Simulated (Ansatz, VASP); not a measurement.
## KIr in VASP and in Ansatz

```xyz
2
Lattice="3.4747 0.0000 0.0000 0.0000 3.4747 0.0000 0.0000 0.0000 3.4747" Properties=species:S:1:pos:R:3 pbc="T T T"
K     0.0000    0.0000    0.0000
Ir    1.7373    1.7373    1.7373
```

Alike in both runs: functional LDA; k mesh 10 × 10 × 10; occupations fermi-dirac, width 0.05 eV; non-collinear spin, spin-orbit coupling.

Ansatz relaxed the structure, and its values are those at the end. VASP's run is a single point on that final structure, the one shown.

|  | VASP | Ansatz |
| --- | --- | --- |
| version | VASP 6.6.1 | Ansatz 0.2.0 |
| potentials or method | VASP PAW LDA potentials, release 64 (K_sv, Ir), cutoff 520 eV | all-electron LAPW |

```tsv
	VASP	Ansatz	Ansatz less VASP
pressure (GPa)	0.4	0.0	-0.45
```

LDA's correlation is that of Perdew and Zunger in VASP and of Perdew and Wang (1992) in Ansatz. Ansatz ran all-electron here, and VASP with PAW potentials.
